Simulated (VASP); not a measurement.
# MnS (F-43m) in VASP: further runs

Runs on MnS. Level: PBEsol. Tasks: single point.

Program: VASP 6.6.1. These are calculated values, not measurements. Logs are shortened: lines on timing, memory, paths and dates and some standing lists are left out, and cuts for length are marked.

### 1 The cell of the first run

Symmetry: F-43m, No. 216, cubic system. Conventional cell: a = 5.308 Å, b = 5.308 Å, c = 5.308 Å, α = 90.00°, β = 90.00°, γ = 90.00°. Within 3.0 Å of Mn (site symmetry -43m) lie 4 S at 2.30 Å. Within 3.0 Å of S (site symmetry -43m) lie 4 Mn at 2.30 Å.

### 2 Single point, PBEsol, collinear spin, ferromagnetic start (18.70 Å³/atom)

INCAR reads:

```
ALGO = Normal
EDIFF = 1E-6
ENCUT = 520
GGA = PS
ISIF = 2
ISMEAR = 0
ISPIN = 2
LASPH = True
LCHARG = False
LMAXMIX = 4
LORBIT = 11
LREAL = False
LWAVE = False
MAGMOM = 3.5 0
NBANDS = 20
NELM = 150
NUPDOWN = 3.5
PREC = Accurate
SIGMA = 0.15
```

KPOINTS reads:

```
k-points
0
Gamma
  16 16 16
```

POSCAR reads:

```
MnS
1.0
    0.0000000000      2.6540935901      2.6540935901
    2.6540935901      0.0000000000      2.6540935901
    2.6540935901      2.6540935901      0.0000000000
Mn S
1 1
Direct
    0.0000000000      0.0000000000      0.0000000000
    0.7500000000      0.7500000000      0.7500000000
```

Potentials or basis: VASP PAW PBE potentials, release 64 (Mn_pv, S).

Launch:

```bash
cat potpaw_PBE.64/Mn_pv/POTCAR potpaw_PBE.64/S/POTCAR > POTCAR
mpirun -np 1 vasp_std > vasp.out
```

OUTCAR:

```text
EDIFF = 1E-6
   ENCUT = 520
   GGA = PS
   ISIF = 2
   ISMEAR = 0
   ISPIN = 2
   LASPH = True
   LORBIT = 11
   LREAL = False
   NELM = 150
   NUPDOWN = 3.5
   PREC = Accurate

 ion  position               nearest neighbor table
   1  0.000  0.000  0.000-   2 2.30   2 2.30   2 2.30   2 2.30
   2  0.750  0.750  0.750-   1 2.30   1 2.30   1 2.30   1 2.30

  LATTYP: Found a face centered cubic cell.
 ALAT       =     5.3081871802

  Lattice vectors:

 A1 = (   0.0000000000,   2.6540935901,   2.6540935901)
 A2 = (   2.6540935901,   0.0000000000,   2.6540935901)
 A3 = (   2.6540935901,   2.6540935901,   0.0000000000)

Analysis of symmetry for initial positions (statically):
=====================================================================
 Subroutine PRICEL returns:
 Original cell was already a primitive cell.

 Routine SETGRP: Setting up the symmetry group for a
 face centered cubic supercell.

 Subroutine GETGRP returns: Found 24 space group operations
 (whereof 24 operations were pure point group operations)
 out of a pool of 48 trial point group operations.

The static configuration has the point symmetry T_d .

Analysis of symmetry for dynamics (positions and initial velocities):
=====================================================================
 Subroutine PRICEL returns:
 Original cell was already a primitive cell.

 Routine SETGRP: Setting up the symmetry group for a
 face centered cubic supercell.

 Subroutine GETGRP returns: Found 24 space group operations
 (whereof 24 operations were pure point group operations)
 out of a pool of 48 trial point group operations.

The dynamic configuration has the point symmetry T_d .

Analysis of structural, dynamic, and magnetic symmetry:
=====================================================================
 Subroutine PRICEL returns:
 Original cell was already a primitive cell.

 Routine SETGRP: Setting up the symmetry group for a
 face centered cubic supercell.

 Subroutine GETGRP returns: Found 24 space group operations
 (whereof 24 operations were pure point group operations)
 out of a pool of 48 trial point group operations.

The overall configuration has the point symmetry T_d .

 Subroutine INISYM returns: Found 24 space group operations
 (whereof 24 operations are pure point group operations),
 and found     1 'primitive' translations

----------------------------------------------------------------------------------------

                                     Primitive cell

  volume of cell :      37.3920

  direct lattice vectors                    reciprocal lattice vectors
     0.000000000  2.654093590  2.654093590    -0.188388232  0.188388232  0.188388232
     2.654093590  0.000000000  2.654093590     0.188388232 -0.188388232  0.188388232
     2.654093590  2.654093590  0.000000000     0.188388232  0.188388232 -0.188388232

  length of vectors
     3.753455151  3.753455151  3.753455151     0.326297990  0.326297990  0.326297990

  position of ions in fractional coordinates (direct lattice)
     0.000000000  0.000000000  0.000000000
     0.750000000  0.750000000  0.750000000

  ion indices of the primitive-cell ions
   primitive index   ion index
                 1           1
                 2           2

----------------------------------------------------------------------------------------

 KPOINTS: k-points

Automatic generation of k-mesh.
 Grid dimensions read from file:
 generate k-points for:   16   16   16

 Generating k-lattice:

  Cartesian coordinates                     Fractional coordinates (reciprocal lattice)
    -0.011774265  0.011774265  0.011774265     0.062500000  0.000000000  0.000000000
     0.011774265 -0.011774265  0.011774265     0.000000000  0.062500000  0.000000000
     0.011774265  0.011774265 -0.011774265     0.000000000  0.000000000  0.062500000

  Length of vectors
     0.020393624  0.020393624  0.020393624

  Shift w.r.t. Gamma in fractional coordinates (k-lattice)
     0.000000000  0.000000000  0.000000000

 Subroutine IBZKPT returns following result:
 ===========================================

 Found    145 irreducible k-points:

 Following reciprocal coordinates:
            Coordinates               Weight
  0.000000  0.000000  0.000000      1.000000
  0.062500  0.000000  0.000000      8.000000
  0.125000  0.000000  0.000000      8.000000
  0.187500  0.000000  0.000000      8.000000
  0.250000  0.000000  0.000000      8.000000
  0.312500  0.000000  0.000000      8.000000
[... 16 lines left out ...]
 -0.125000  0.062500  0.000000     24.000000
 -0.062500  0.062500  0.000000     12.000000
 [... further k-points ...]
   k-points           NKPTS =    145   k-points in BZ     NKDIM =    145   number of bands    NBANDS=     20
   number of dos      NEDOS =    301   number of ions     NIONS =      2
   total plane-waves  NPLWV =  21952
   dimension x,y,z NGX =    28 NGY =   28 NGZ =   28
   dimension x,y,z NGXF=    56 NGYF=   56 NGZF=   56
   ions per type =               1   1
   NGX,Y,Z   is equivalent  to a cutoff of  12.40, 12.40, 12.40 a.u.
   NGXF,Y,Z  is equivalent  to a cutoff of  24.80, 24.80, 24.80 a.u.
 SYSTEM =  unknown system
   PREC   = accura    normal or accurate (medium, high low for compatibility)
   ISTART =      0    job   : 0-new  1-cont  2-samecut
   ICHARG =      2    charge: 1-file 2-atom 10-const
   ISPIN  =      2    spin polarized calculation?
   LNONCOLLINEAR =      F non collinear calculations
   LSORBIT =      F    spin-orbit coupling
   LASPH  =      T    aspherical Exc in radial PAW
   ENCUT  =  520.0 eV  38.22 Ry    6.18 a.u.   6.98  6.98  6.98*2*pi/ulx,y,z
   NELM   =    150;   NELMIN=  2; NELMDL= -5     # of ELM steps
   EDIFF  = 0.1E-05   stopping-criterion for ELM
   LREAL  =      F    real-space projection
   EDIFFG = 0.1E-04   stopping-criterion for IOM
   NSW    =      0    number of steps for IOM
   IBRION =     -1    ionic relax: 0-MD 1-quasi-New 2-CG
   NFREE  =      0    steps in history (QN), initial steepest desc. (CG)
   ISIF   =      2    stress and relaxation
   ISYM   =      2    0-nonsym 1-usesym 2-fastsym
   POTIM  = 0.5000    time-step for ionic-motion
   TEBEG  =    0.0;   TEEND  =   0.0 temperature during run
   PSTRESS=    0.0 pullay stress
   NELECT =      19.0000    total number of electrons
   NUPDOWN=       3.5000    fix difference up-down
   EMIN   =  10.00;   EMAX   =-10.00  energy-range for DOS
   EFERMI =   0.00;   METHOD = LEGACY
   ISMEAR =     0;   SIGMA  =   0.15  broadening in eV -4-tet -1-fermi 0-gaus
   EFERMI_NEDOS =   21; number of points for ismear=-14 and -15
   IALGO  =     38    algorithm
   IMIX   =      4    mixing-type and parameters
     AMIX     =   0.40;   BMIX     =  1.00
     AMIX_MAG =   1.60;   BMIX_MAG =  1.00
  volume/ion in A,a.u.               =      18.70       126.17
  Fermi-wavevector in a.u.,A,eV,Ry     =   1.306371  2.468683 23.219766  1.706605
  Thomas-Fermi vector in A             =   2.437177
   LORBIT       =     11    0 simple, 1 ext, 2 COOP (PROOUT), +10 PAW based schemes
   GGA     = PS    functional components
   LHFCALC =     F    Hartree Fock is set to
   AEXX    =    0.0000 exact exchange contribution
   IVDW    =     0    specifies the selected vdW correction
   LEPSILON=     F    determine dielectric tensor
   LRPA    =     F    only Hartree local field effects (RPA)
 spin polarized calculation
 Gauss-broadening in eV      SIGMA  =   0.15
  energy-cutoff  :      520.00
  volume of cell :       37.39
 maximum number of plane-waves:      1036
   NGX = 13   NGY = 13   NGZ = 13

 number of electron      19.0000006 magnetization       3.5000002

 Free energy of the ion-electron system (eV)
  ---------------------------------------------------
  ext. energy  EPLUGINS =         0.00000000
  ---------------------------------------------------
  free energy    TOTEN  =       -14.67374362 eV

  energy without entropy =      -14.64551439  energy(sigma->0) =      -14.65962900

 E-fermi :   5.7496     XC(G=0): -10.3564

 val. band max:        5.7466579744   @ k =  -0.2500   0.5000   0.2500
 cond. band min:       5.3674414735   @ k =   0.4375   0.3125   0.1250
 fundamental gap:     -0.3792165010
 Fermi energy:         5.3671485099

 spin component 1

 k-point     1 :       0.0000    0.0000    0.0000
  band No.  band energies     occupation
      1     -44.1803      1.00000
      2     -44.1803      1.00000
      3     -44.1803      1.00000
      4      -9.0183      1.00000
      5       0.6233      1.00000
      6       0.6233      1.00000
[... 12 lines left out ...]
     19      18.9224      0.00000
     20      19.4887      0.00000

 k-point     2 :       0.0625    0.0000    0.0000
  band No.  band energies     occupation
      1     -44.1806      1.00000
      2     -44.1803      1.00000
      3     -44.1803      1.00000
      4      -8.9880      1.00000
      5       0.5672      1.00000
      6       0.6347      1.00000
[... 498 lines left out ...]
 k-point    24 :      -0.0625    0.0625    0.0000
  band No.  band energies     occupation
      1     -44.1810      1.00000
      2     -44.1805      1.00000
      3     -44.1803      1.00000
      4      -8.9387      1.00000
      5       0.4812      1.00000
      6       0.6501      1.00000
[... 12 lines left out ...]
     19      18.8314      0.00000
     20      19.7510      0.00000

 [... further k-points ...]

 spin component 2

 k-point     1 :       0.0000    0.0000    0.0000
  band No.  band energies     occupation
      1     -40.7487      1.00000
      2     -40.7487      1.00000
      3     -40.7487      1.00000
      4      -8.8736      1.00000
      5       1.6685      1.00000
      6       1.6685      1.00000
[... 12 lines left out ...]
     19      19.3774      0.00000
     20      20.0100      0.00000

 k-point     2 :       0.0625    0.0000    0.0000
  band No.  band energies     occupation
      1     -40.7491      1.00000
      2     -40.7488      1.00000
      3     -40.7488      1.00000
      4      -8.8444      1.00000
      5       1.5733      1.00000
      6       1.6759      1.00000
[... 498 lines left out ...]
 k-point    24 :      -0.0625    0.0625    0.0000
  band No.  band energies     occupation
      1     -40.7497      1.00000
      2     -40.7490      1.00000
      3     -40.7488      1.00000
      4      -8.7967      1.00000
      5       1.4365      1.00000
      6       1.6690      1.00000
[... 12 lines left out ...]
     19      19.2240      0.00000
     20      20.3021      0.00000

 [... further k-points ...]
[... 5 lines left out ...]
  --------------------------------------------------------------------------------------
  -------------------------------------------------------------------------------------
  Total       -0.8269530     -0.8269530     -0.8269530      0.0000000     -0.0000000      0.0000000
  in kB      -35.4333916    -35.4333916    -35.4333916      0.0000000     -0.0000000      0.0000000
  external PRESSURE =     -35.4333916 kB  Pullay stress =       0.0000000 kB

 VOLUME and BASIS-vectors are now :
 -----------------------------------------------------------------------------
  energy-cutoff  :      520.00
  volume of cell :       37.39
      direct lattice vectors                 reciprocal lattice vectors
     0.000000000  2.654093590  2.654093590    -0.188388232  0.188388232  0.188388232
     2.654093590  0.000000000  2.654093590     0.188388232 -0.188388232  0.188388232
     2.654093590  2.654093590  0.000000000     0.188388232  0.188388232 -0.188388232

 POSITION                                       TOTAL-FORCE (eV/Angst)
 -----------------------------------------------------------------------------------
      0.00000      0.00000      0.00000         0.000000      0.000000      0.000000
      3.98114      3.98114      3.98114        -0.000000     -0.000000     -0.000000
 -----------------------------------------------------------------------------------
    total drift:                               -0.000000     -0.000000     -0.000001

  FREE ENERGIE OF THE ION-ELECTRON SYSTEM (eV)
  ---------------------------------------------------
  free  energy   TOTEN  =       -14.6737436185 eV

  energy  without entropy=      -14.6455143861  energy(sigma->0) =      -14.65962900

 total charge

# of ion       s       p       d       tot
------------------------------------------
    1        0.292   6.259   5.052  11.603
    2        1.316   2.396   0.000   3.712
--------------------------------------------------
tot          1.608   8.655   5.052  15.314

 magnetization (x)

# of ion       s       p       d       tot
------------------------------------------
    1        0.040   0.049   3.208   3.297
    2        0.004  -0.044   0.000  -0.040
--------------------------------------------------
tot          0.044   0.005   3.208   3.257
```

Run time: 82 s. Hardware: 1 thread of Intel Xeon 6975P-C (Granite Rapids), shared host; peak memory 0.29 GiB.

What came out:

- Free energy: -14.6737 eV
- Pressure: -3.5 GPa
- Net moment: 3.50 μB per cell
- Site moments: Mn +3.30; S -0.04 μB
- Valence electrons inside the program's atomic spheres: Mn 11.60; S 3.71

Caveat: the cell stands under tension; the PAW data sets were made with another functional, which shifts forces and pressure a little; the total moment is fixed, so each spin has its own Fermi level and the state may be an excited one; a cell with one magnetic atom can't hold antiferromagnetic order, which such compounds often take.

### 3 Single point, PBEsol, collinear spin, ferromagnetic start (18.70 Å³/atom)

INCAR reads:

```
  PREC = Accurate
  ENCUT = 520
  EDIFF = 1E-7
  ISMEAR = 0
  SIGMA = 0.15
  LREAL = F
  LASPH = T
  NELM = 150
  ALGO = Normal
  ISIF = 2
  LWAVE = F
  LCHARG = T
  ISPIN = 2
  MAGMOM = 2.625 0
  LORBIT = 11
  NUPDOWN = 2.625
  LMAXMIX = 4
  GGA = PS
  LELF = T
  LVHAR = T
  NBANDS = 20
```

KPOINTS reads:

```
regular mesh
0
Gamma
  16 16 16
```

POSCAR is that of step 2.

Potentials or basis: VASP PAW PBE potentials, release 64 (Mn_pv, S).

Launch:

```bash
cat potpaw_PBE.64/Mn_pv/POTCAR potpaw_PBE.64/S/POTCAR > POTCAR
mpirun -np 1 vasp_std > vasp.out
```

Run time: 94 s. Hardware: 1 thread of Intel Xeon 6975P-C (Granite Rapids), shared host; peak memory 0.28 GiB.

The run converged. Its results:

* Free energy: -14.4795 eV
* Pressure: -10.4 GPa
* Net moment: 2.63 μB per cell
* Site moments: Mn +2.57; S -0.08 μB
* Valence electrons inside the program's atomic spheres: Mn 11.63; S 3.67

Caveat: the cell stands under tension; the PAW data sets were made with another functional, which shifts forces and pressure a little; the total moment is fixed, so each spin has its own Fermi level and the state may be an excited one; a cell with one magnetic atom can't hold antiferromagnetic order, which such compounds often take.
